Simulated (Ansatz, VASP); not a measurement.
# AlNi5: VASP beside Ansatz

The input INCAR:

```
  PREC = Accurate
  ENCUT = 520
  EDIFF = 1E-6
  ISMEAR = 0
  SIGMA = 0.1
  LREAL = False
  LASPH = True
  NELM = 150
  ALGO = Normal
  ISIF = 2
  LWAVE = False
  LCHARG = False
  ISPIN = 2
  MAGMOM = 0 2 2 2 2 2
  LORBIT = 11
  LMAXMIX = 4
  GGA = PE
  NBANDS = 40
```

The input KPOINTS:

```
Automatic mesh
0
Gamma
  6 6 2
```

POSCAR

```
AlNi5
1.0
    2.4945662400      0.0000000000      0.0000000000
    0.0000000000      2.4945662400      0.0000000000
    0.0000000000      0.0000000000     10.5835482100
Al Ni
1 5
Direct
    0.0000000000      0.0000000000      0.0000000000
    0.5000000000      0.5000000000      0.1666666700
    0.0000000000      0.0000000000      0.3333333300
    0.5000000000      0.5000000000      0.5000000000
    0.0000000000      0.0000000000      0.6666666700
    0.5000000000      0.5000000000      0.8333333300
```

Input for Ansatz:

```yaml
crystal:
  lattice:
    - [2.49456624, 0.0, 0.0]
    - [0.0, 2.49456624, 0.0]
    - [0.0, 0.0, 10.58354821]
  atoms:
    - { symbol: Al, position: [0.0, 0.0, 0.0] }
    - { symbol: Ni, position: [0.5, 0.5, 0.16666667], spin: 2.0 }
    - { symbol: Ni, position: [0.0, 0.0, 0.33333333], spin: 2.0 }
    - { symbol: Ni, position: [0.5, 0.5, 0.5], spin: 2.0 }
    - { symbol: Ni, position: [0.0, 0.0, 0.66666667], spin: 2.0 }
    - { symbol: Ni, position: [0.5, 0.5, 0.83333333], spin: 2.0 }
basis:
  ecutwfc: 420
kpoints:
  mp_grid: { grid: [6, 6, 2] }
hamiltonian:
  xc: pbe
scf:
  occupations: { method: gaussian, width: 0.1 }
  lower_state_search: "off"
output:
  forces: true
  stress: true
  eigenvalues: true
  populations: true
magnetization:
  spin_polarized: true
```

Alike in both runs: task single point; functional PBE; k mesh 6 × 6 × 2; occupations gaussian, width 0.1 eV; collinear spin.

```csv
,VASP,Ansatz
version,VASP 6.6.1,Ansatz 0.2.0
potentials or method,"VASP PAW PBE potentials, release 64 (Al, Ni), cutoff 520 eV","scalar-relativistic, plane waves, PAW"
valence electrons in the cell,53,93
```

Ansatz gave:

```
gap on the k mesh at the Fermi level (eV)                     : none
pressure (GPa)                                                : 5.2
traceless stress, the component that is largest in VASP (GPa) : -6.00
rms of the force components (eV/Å)                            : 0.132
net moment per atom (μB)                                      : 0.25
size of the moment on the site where the two differ most (μB) : 0.63
```

**Question.** Which values does VASP return?

**Answer.** gap on the k mesh at the Fermi level (eV): none; pressure (GPa): 5.2; traceless stress, the component that is largest in VASP (GPa): -6.08; rms of the force components (eV/Å): 0.127; net moment per atom (μB): 0.25; size of the moment on the site where the two differ most (μB): 0.60.

Site moments also hang on the region over which each program counts them. Atom by atom the forces differ by 0.005 eV/Å (rms over components). A gap of «none» marks a metal or a gap that the smearing closes. VASP's potentials hold 53 valence electrons a cell and Ansatz's 93, so a difference there can come from the potentials and not from the codes.

The k mesh is coarse, so the values compare programs but aren't converged.
